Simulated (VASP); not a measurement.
The system is K.

```
K
1.0
     4.65494    0.00000    0.00000
    -2.32747    4.03130    0.00000
     0.00000    0.00000    7.60152
K
2
Direct
  0.33333 0.66667 0.25000
  0.66667 0.33333 0.75000
```

```yaml
Program: VASP 6.6.1
Task: relaxation of cell and atoms
Functional: LDA
Potentials_or_basis: VASP PAW LDA potentials, release 64 (K_sv)
Cutoff: 600 eV
k_mesh: 8 × 8 × 4
Occupations: fermi-dirac, width 0.1 eV
Spin: no spin polarisation
```

At the start: pressure -0.4 GPa; volume 71.32 Å³/atom.

**Question.** Where does the relaxation end?

**Answer.** Over 3 steps the energy falls by 8.6 meV/atom and the volume is 64.68 Å³/atom (-9.3 %); space group P6_3/mmc (No. 194, to 0.05 Å).

The path:
```
step  energy change (eV)  largest force (eV/Å)  pressure (GPa)  volume (Å³)
   1              0.0000                0.0000           -0.37       142.65
   2             -0.0071                0.0000           -0.30       139.24
   3             -0.0171                0.0000           -0.01       129.36
```

Final structure:
```
K
1.0
     4.50854    0.00000    0.00000
    -2.25427    3.90451    0.00000
     0.00000    0.00000    7.34854
K
2
Direct
  0.33333 0.66667 0.25000
  0.66667 0.33333 0.75000
```
